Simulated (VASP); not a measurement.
Runs of VASP 6.6.1 on KBr. The structure is that of space group F-43m (No. 216), or close to it. The cells are those of the table. 

| task | level | spin | cell | k mesh | cutoff (eV) | smearing | grid for exact exchange (PRECFOCK) | gap on the mesh (eV) | pressure (GPa) |
| --- | --- | --- | --- | --- | --- | --- | --- | --- | --- |
| single point | PBE | non-collinear, zero start, SOC | a = 5.216 Å, angles 60.0°, 2 atoms | 6 × 6 × 6 | 520 | gaussian 0.01 eV | - | - | 0.3 |
| single point | PBE | off | a = 5.216 Å, angles 60.0°, 2 atoms | 4 × 4 × 4 | 500 | gaussian 0.01 eV | - | 4.28 | 0.3 |
| relaxation of cell and atoms | r2SCAN | off | relaxed from a = 5.263 Å, angles 60.0°, 2 atoms | 6 × 6 × 6 | 600 | fermi-dirac 0.02 eV | - | 4.84 | 0.0 |
| single point | PBE0 | off | a = 5.216 Å, angles 60.0°, 2 atoms | 4 × 4 × 4 | 520 | gaussian 0.01 eV | Normal | 6.13 | (b) |
| single point | r2SCANh | off | a = 5.216 Å, angles 60.0°, 2 atoms | 4 × 4 × 4 | 520 | gaussian 0.01 eV | Normal | (a) | 0.0 |

Alike in all rows: potentials or basis VASP PAW PBE potentials, release 64 (K_sv, Br).

Problem. Fill in the values left out.

Solution. (a) 5.46; (b) 0.1.

Caveats: the PAW data sets were made with another functional, which shifts forces and pressure a little (some runs).

A k mesh can miss the band edges, and rows without SOC leave out spin-orbit coupling on Br.
